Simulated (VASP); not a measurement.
Wanted: the native input for a VASP 6.6.1 run.

| Quantity | Value |
| --- | --- |
| Task | single point |
| Functional | PBE |
| Potentials or basis | VASP PAW PBE potentials, release 64 (Ge_d) |
| Cutoff | 500 eV |
| k mesh | 14 × 14 × 14 |
| Occupations | gaussian, width 0.15 eV |
| Spin | no spin polarisation |
| Dipole correction | no |
| Further INCAR settings | ALGO = Normal; EDIFF = 1e-06; NBANDS = 21 |

The structure of Ge lies in POSCAR:

```
Ge
1.0
    0.0000000000      2.9419208000      2.6024684000
    2.9419208000      0.0000000000      2.6024684000
    2.9419208000      2.9419208000      0.0000000000
Ge
2
Direct
    0.5000000000      0.5000000000      0.5000000000
    0.7500000000      0.7500000000      0.7500000000
```

This cell differs from its parent crystal: strain +0.040 along x and y, -0.080 along z.

The input as run:

INCAR

```
SYSTEM = Ge
PREC = Accurate ; ENCUT = 500
EDIFF = 1E-6 ; ISMEAR = 0
SIGMA = 0.15 ; LREAL = .FALSE.
LASPH = .TRUE. ; NELM = 120
ALGO = Normal ; ISIF = 2
LWAVE = .FALSE. ; LCHARG = .TRUE.
GGA = PE ; LELF = .TRUE.
LVHAR = .TRUE. ; NBANDS = 21
GGA_COMPAT = .FALSE.
```

KPOINTS

```
Automatic mesh
0
G
  14 14 14
  0 0 0
```

Potentials or basis: VASP PAW PBE potentials, release 64 (Ge_d).

Launch:

```console
$ cat potpaw_PBE.64/Ge_d/POTCAR > POTCAR
$ mpirun -np 1 vasp_std > vasp.out
```

Results of the run:

```
Pressure               : 3.7 GPa
Band gap on the k mesh : zero (bands 14 and 15 overlap by 0.31 eV)
```

Caveat: the cell differs from its parent crystal (strain +0.040 along x and y, -0.080 along z); the cell stands under pressure; semilocal functionals underestimate gaps, so a narrow gap can read as zero.

Run time: 5 min on 1 thread of Intel Xeon 8259CL, on a shared host, peak memory 0.3 GiB.
